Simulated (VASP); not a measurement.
# SrSn2N2 (P6_3/mmc) in VASP: single point with PBEsol

Aim: the single point of SrSn2N2 with PBEsol.

Everything below comes from runs of VASP 6.6.1. Logs are shortened: lines on timing, memory, paths and dates and some standing lists are left out, and cuts for length are marked.

## 1. The cell of the first run

Symmetry: P6_3/mmc, No. 194, hexagonal system. Conventional cell: a = 3.415 Å, b = 3.415 Å, c = 20.340 Å, α = 90.00°, β = 90.00°, γ = 120.00°. Within 3.5 Å of Sr (site symmetry -3m) lie 6 N at 2.58 Å and 6 Sr at 3.41 Å and 6 Sn at 3.50 Å. Within 3.1 Å of Sn (site symmetry 3m) lie 3 N at 2.32 Å. Within 3.1 Å of N (site symmetry 3m) lie 3 Sn at 2.32 Å and 3 Sr at 2.58 Å.

## 2. Single point, PBEsol

The input, INCAR:

```
SYSTEM = SrSn2N2
ALGO = Normal
EDIFF = 1E-6
ENCUT = 520
GGA = PS
ISIF = 2
ISMEAR = -1
LASPH = .TRUE.
LCHARG = .FALSE.
LREAL = .FALSE.
LWAVE = .FALSE.
NBANDS = 59
NELM = 100
PREC = Accurate
SIGMA = 0.03
```

The input, KPOINTS:

```
k-points
0
G
  6 6 2
  0 0 0
```

The input, POSCAR:

```
SrSn2N2
1.0
    3.4145842113      0.0000000025      0.0000000000
   -1.7072921078      2.9571166691      0.0000000000
    0.0000000000      0.0000000000     20.3401110471
Sr Sn N
2 4 4
Direct
    0.0000000000      0.0000000000      0.0000000000
    0.0000000000      0.0000000000      0.5000000000
    0.6666666667      0.3333333333      0.8578698479
    0.3333333333      0.6666666667      0.1421301521
    0.3333333333      0.6666666667      0.3578698479
    0.6666666667      0.3333333333      0.6421301521
    0.6666666667      0.3333333333      0.4180629843
    0.3333333333      0.6666666667      0.5819370157
    0.3333333333      0.6666666667      0.9180629843
    0.6666666667      0.3333333333      0.0819370157
```

Potentials or basis: VASP PAW PBE potentials, release 64 (Sr_sv, Sn_d, N).

The run is started by

```console
> cat potpaw_PBE.64/Sr_sv/POTCAR potpaw_PBE.64/Sn_d/POTCAR potpaw_PBE.64/N/POTCAR > POTCAR
> mpirun -np 1 vasp_std > vasp.out
```

OUTCAR:

```text
SYSTEM = SrSn2N2
   EDIFF = 1E-6
   ENCUT = 520
   GGA = PS
   ISIF = 2
   ISMEAR = -1
   LASPH = .TRUE.
   LREAL = .FALSE.
   NELM = 100
   PREC = Accurate

 ion  position               nearest neighbor table
   1  0.000  0.000  0.000-   9 2.58  10 2.58   9 2.58  10 2.58  10 2.58   9 2.58   3 3.50   4 3.50
                             4 3.50   3 3.50   4 3.50   3 3.50
   2  0.000  0.000  0.500-   7 2.58   8 2.58   8 2.58   7 2.58   7 2.58   8 2.58   5 3.50   6 3.50
                             5 3.50   6 3.50   5 3.50   6 3.50
   3  0.667  0.333  0.858-   9 2.32   9 2.32   9 2.32   1 3.50   1 3.50   1 3.50
   4  0.333  0.667  0.142-  10 2.32  10 2.32  10 2.32   1 3.50   1 3.50   1 3.50
   5  0.333  0.667  0.358-   7 2.32   7 2.32   7 2.32   2 3.50   2 3.50   2 3.50
   6  0.667  0.333  0.642-   8 2.32   8 2.32   8 2.32   2 3.50   2 3.50   2 3.50
   7  0.667  0.333  0.418-   5 2.32   5 2.32   5 2.32   2 2.58   2 2.58   2 2.58
   8  0.333  0.667  0.582-   6 2.32   6 2.32   6 2.32   2 2.58   2 2.58   2 2.58
   9  0.333  0.667  0.918-   3 2.32   3 2.32   3 2.32   1 2.58   1 2.58   1 2.58
  10  0.667  0.333  0.082-   4 2.32   4 2.32   4 2.32   1 2.58   1 2.58   1 2.58

  LATTYP: Found a hexagonal cell.
 ALAT       =     3.4145842113
 C/A-ratio  =     5.9568339184

  Lattice vectors:

 A1 = (   3.4145842113,   0.0000000025,   0.0000000000)
 A2 = (  -1.7072921078,   2.9571166691,   0.0000000000)
 A3 = (   0.0000000000,   0.0000000000,  20.3401110471)

Analysis of symmetry for initial positions (statically):
=====================================================================
 Subroutine PRICEL returns:
 Original cell was already a primitive cell.

 Routine SETGRP: Setting up the symmetry group for a
 hexagonal supercell.

 Subroutine GETGRP returns: Found 24 space group operations
 (whereof 12 operations were pure point group operations)
 out of a pool of 24 trial point group operations.

The static configuration has the point symmetry D_3d.
 The point group associated with its full space group is D_6h.

Analysis of symmetry for dynamics (positions and initial velocities):
=====================================================================
 Subroutine PRICEL returns:
 Original cell was already a primitive cell.

 Routine SETGRP: Setting up the symmetry group for a
 hexagonal supercell.

 Subroutine GETGRP returns: Found 24 space group operations
 (whereof 12 operations were pure point group operations)
 out of a pool of 24 trial point group operations.

The dynamic configuration has the point symmetry D_3d.
 The point group associated with its full space group is D_6h.

 Subroutine INISYM returns: Found 24 space group operations
 (whereof 12 operations are pure point group operations),
 and found     1 'primitive' translations

----------------------------------------------------------------------------------------

                                     Primitive cell

  volume of cell :     205.3807

  direct lattice vectors                    reciprocal lattice vectors
     3.414584211  0.000000003  0.000000000     0.292861425  0.169083623  0.000000000
    -1.707292108  2.957116669  0.000000000    -0.000000000  0.338167246  0.000000000
     0.000000000  0.000000000 20.340111047     0.000000000  0.000000000  0.049163940

  length of vectors
     3.414584211  3.414584211 20.340111047     0.338167246  0.338167246  0.049163940

  position of ions in fractional coordinates (direct lattice)
     0.000000000  0.000000000  0.000000000
     0.000000000  0.000000000  0.500000000
     0.666666667  0.333333333  0.857869848
     0.333333333  0.666666667  0.142130152
     0.333333333  0.666666667  0.357869848
     0.666666667  0.333333333  0.642130152
     0.666666667  0.333333333  0.418062984
     0.333333333  0.666666667  0.581937016
     0.333333333  0.666666667  0.918062984
     0.666666667  0.333333333  0.081937016

  ion indices of the primitive-cell ions
   primitive index   ion index
                 1           1
                 2           2
                 3           3
                 4           4
                 5           5
                 6           6
                 7           7
                 8           8
                 9           9
                10          10

----------------------------------------------------------------------------------------

 KPOINTS: k-points

Automatic generation of k-mesh.
 Grid dimensions read from file:
 generate k-points for:    6    6    2

 Generating k-lattice:

  Cartesian coordinates                     Fractional coordinates (reciprocal lattice)
     0.048810238  0.028180604  0.000000000     0.166666667  0.000000000  0.000000000
    -0.000000000  0.056361208  0.000000000     0.000000000  0.166666667  0.000000000
     0.000000000  0.000000000  0.024581970     0.000000000  0.000000000  0.500000000

  Length of vectors
     0.056361208  0.056361208  0.024581970

  Shift w.r.t. Gamma in fractional coordinates (k-lattice)
     0.000000000  0.000000000  0.000000000

 Subroutine IBZKPT returns following result:
 ===========================================

 Found     14 irreducible k-points:

 Following reciprocal coordinates:
            Coordinates               Weight
  0.000000  0.000000  0.000000      1.000000
  0.166667 -0.000000  0.000000      6.000000
  0.333333 -0.000000  0.000000      6.000000
  0.500000  0.000000  0.000000      3.000000
  0.166667  0.166667  0.000000      6.000000
  0.333333  0.166667  0.000000     12.000000
  0.333333  0.333333  0.000000      2.000000
  0.000000  0.000000  0.500000      1.000000
  0.166667 -0.000000  0.500000      6.000000
  0.333333 -0.000000  0.500000      6.000000
  0.500000  0.000000  0.500000      3.000000
  0.166667  0.166667  0.500000      6.000000
  0.333333  0.166667  0.500000     12.000000
  0.333333  0.333333  0.500000      2.000000
   k-points           NKPTS =     14   k-points in BZ     NKDIM =     14   number of bands    NBANDS=     59
   number of dos      NEDOS =    301   number of ions     NIONS =     10
   total plane-waves  NPLWV = 125440
   dimension x,y,z NGX =    28 NGY =   28 NGZ =  160
   dimension x,y,z NGXF=    56 NGYF=   56 NGZF=  320
   ions per type =               2   4   4
   NGX,Y,Z   is equivalent  to a cutoff of  13.63, 13.63, 13.08 a.u.
   NGXF,Y,Z  is equivalent  to a cutoff of  27.26, 27.26, 26.15 a.u.
 SYSTEM =  SrSn2N2
   PREC   = accura    normal or accurate (medium, high low for compatibility)
   ISTART =      0    job   : 0-new  1-cont  2-samecut
   ICHARG =      2    charge: 1-file 2-atom 10-const
   ISPIN  =      1    spin polarized calculation?
   LNONCOLLINEAR =      F non collinear calculations
   LSORBIT =      F    spin-orbit coupling
   LASPH  =      T    aspherical Exc in radial PAW
   ENCUT  =  520.0 eV  38.22 Ry    6.18 a.u.   6.35  6.35 37.82*2*pi/ulx,y,z
   NELM   =    100;   NELMIN=  2; NELMDL= -5     # of ELM steps
   EDIFF  = 0.1E-05   stopping-criterion for ELM
   LREAL  =      F    real-space projection
   EDIFFG = 0.1E-04   stopping-criterion for IOM
   NSW    =      0    number of steps for IOM
   IBRION =     -1    ionic relax: 0-MD 1-quasi-New 2-CG
   NFREE  =      0    steps in history (QN), initial steepest desc. (CG)
   ISIF   =      2    stress and relaxation
   ISYM   =      2    0-nonsym 1-usesym 2-fastsym
   POTIM  = 0.5000    time-step for ionic-motion
   TEBEG  =    0.0;   TEEND  =   0.0 temperature during run
   PSTRESS=    0.0 pullay stress
   NELECT =      96.0000    total number of electrons
   NUPDOWN=      -1.0000    fix difference up-down
   EMIN   =  10.00;   EMAX   =-10.00  energy-range for DOS
   EFERMI =   0.00;   METHOD = LEGACY
   ISMEAR =    -1;   SIGMA  =   0.03  broadening in eV -4-tet -1-fermi 0-gaus
   EFERMI_NEDOS =   21; number of points for ismear=-14 and -15
   IALGO  =     38    algorithm
   IMIX   =      4    mixing-type and parameters
     AMIX     =   0.40;   BMIX     =  1.00
     AMIX_MAG =   1.60;   BMIX_MAG =  1.00
  volume/ion in A,a.u.               =      20.54       138.60
  Fermi-wavevector in a.u.,A,eV,Ry     =   1.270512  2.400919 21.962528  1.614200
  Thomas-Fermi vector in A             =   2.403495
   LORBIT       =      0    0 simple, 1 ext, 2 COOP (PROOUT), +10 PAW based schemes
   GGA     = PS    functional components
   LHFCALC =     F    Hartree Fock is set to
   AEXX    =    0.0000 exact exchange contribution
   IVDW    =     0    specifies the selected vdW correction
   LEPSILON=     F    determine dielectric tensor
   LRPA    =     F    only Hartree local field effects (RPA)
 non-spin polarized calculation
  energy-cutoff  :      520.00
  volume of cell :      205.38
 maximum number of plane-waves:      5561
 NGX is ok and might be reduce to    28
   NGX = 13   NGY = 13   NGZ = 75

 number of electron      95.9999992 magnetization

 Free energy of the ion-electron system (eV)
  ---------------------------------------------------
  ext. energy  EPLUGINS =         0.00000000
  ---------------------------------------------------
  free energy    TOTEN  =       -57.72713205 eV

  energy without entropy =      -57.72713205  energy(sigma->0) =      -57.72713205

 E-fermi :   5.3883     XC(G=0):  -9.9708

 val. band max:        4.7721052591   @ k =   0.5000   0.0000   0.0000
 cond. band min:       5.9938463072   @ k =   0.5000   0.0000   0.0000
 fundamental gap:      1.2217410482
 Fermi energy:         5.3882586845

 k-point     1 :       0.0000    0.0000    0.0000
  band No.  band energies     occupation
      1     -29.0235      2.00000
      2     -29.0235      2.00000
      3     -15.7851      2.00000
      4     -15.7851      2.00000
      5     -15.7850      2.00000
      6     -15.7850      2.00000
[... 51 lines left out ...]
     58      10.2385      0.00000
     59      11.3342      0.00000

 k-point     2 :       0.1667   -0.0000    0.0000
  band No.  band energies     occupation
      1     -28.9798      2.00000
      2     -28.9798      2.00000
      3     -15.8027      2.00000
      4     -15.8026      2.00000
      5     -15.8025      2.00000
      6     -15.8024      2.00000
[... 51 lines left out ...]
     58      10.2705      0.00000
     59      10.2849      0.00000

 k-point     3 :       0.3333   -0.0000    0.0000
  band No.  band energies     occupation
      1     -28.8905      2.00000
      2     -28.8905      2.00000
      3     -15.8467      2.00000
      4     -15.8464      2.00000
      5     -15.8460      2.00000
      6     -15.8457      2.00000
[... 618 lines left out ...]
      5     -15.8372      2.00000
      6     -15.8372      2.00000
[... 51 lines left out ...]
     58       9.6614      0.00000
     59      10.0863      0.00000

 k-point    14 :       0.3333    0.3333    0.5000
  band No.  band energies     occupation
      1     -28.8223      2.00000
      2     -28.8223      2.00000
      3     -15.8133      2.00000
      4     -15.8133      2.00000
      5     -15.8129      2.00000
      6     -15.8129      2.00000
[... 51 lines left out ...]
     58       9.6893      0.00000
     59       9.7933      0.00000

------------------------ aborting loop because EDIFF is reached ----------------------------------------

  FORCE on cell =-STRESS in cart. coord.  units (eV):
  Direction    XX          YY          ZZ          XY          YZ          ZX
  --------------------------------------------------------------------------------------
  -------------------------------------------------------------------------------------
  Total        0.3319914      0.3319914      0.5515236      0.0000000      0.0000000      0.0000000
  in kB        2.5898693      2.5898693      4.3024423      0.0000000      0.0000000      0.0000000
  external PRESSURE =       3.1607270 kB  Pullay stress =       0.0000000 kB

 VOLUME and BASIS-vectors are now :
 -----------------------------------------------------------------------------
  energy-cutoff  :      520.00
  volume of cell :      205.38
      direct lattice vectors                 reciprocal lattice vectors
     3.414584211  0.000000003  0.000000000     0.292861425  0.169083623  0.000000000
    -1.707292108  2.957116669  0.000000000    -0.000000000  0.338167246  0.000000000
     0.000000000  0.000000000 20.340111047     0.000000000  0.000000000  0.049163940

 POSITION                                       TOTAL-FORCE (eV/Angst)
 -----------------------------------------------------------------------------------
      0.00000      0.00000      0.00000        -0.000000      0.000000      0.000000
      0.00000      0.00000     10.17006        -0.000000      0.000000      0.000000
      1.70729      0.98571     17.44917         0.000000     -0.000000     -0.048414
     -0.00000      1.97141      2.89094         0.000000      0.000000      0.048414
     -0.00000      1.97141      7.27911         0.000000     -0.000000     -0.048414
      1.70729      0.98571     13.06100        -0.000000     -0.000000      0.048414
      1.70729      0.98571      8.50345        -0.000000      0.000000     -0.013609
     -0.00000      1.97141     11.83666         0.000000     -0.000000      0.013609
     -0.00000      1.97141     18.67350         0.000000     -0.000000     -0.013609
      1.70729      0.98571      1.66661        -0.000000      0.000000      0.013609
 -----------------------------------------------------------------------------------
    total drift:                                0.000000      0.000000     -0.000000

  FREE ENERGIE OF THE ION-ELECTRON SYSTEM (eV)
  ---------------------------------------------------
  free  energy   TOTEN  =       -57.7271320473 eV

  energy  without entropy=      -57.7271320471  energy(sigma->0) =      -57.72713205
```

Wall time 3.6 min (1 thread of AMD EPYC 7R13 (Zen 3), shared host); peak memory 0.4 GiB.

What came out:

```yaml
Free_energy: -57.7271 eV
Pressure: 0.3 GPa
Largest_force: 0.048 eV/Å
Band_gap_on_the_k_mesh: 1.22 eV
```

Forces in eV/Å, atoms in the order of the input:
```
Sr   0.000  0.000  0.000
Sr   0.000  0.000  0.000
Sn   0.000  0.000 -0.048
Sn   0.000  0.000  0.048
Sn   0.000  0.000 -0.048
Sn   0.000  0.000  0.048
N    0.000  0.000 -0.014
N    0.000  0.000  0.014
N    0.000  0.000 -0.014
N    0.000  0.000  0.014
```

Stress tensor (GPa, compression positive):
```
0.26 0.00 0.00
0.00 0.26 0.00
0.00 0.00 0.43
```

Caveat: the PAW data sets were made with another functional, which shifts forces and pressure a little; spin-orbit coupling is left out, which moves the levels of the heavy elements.
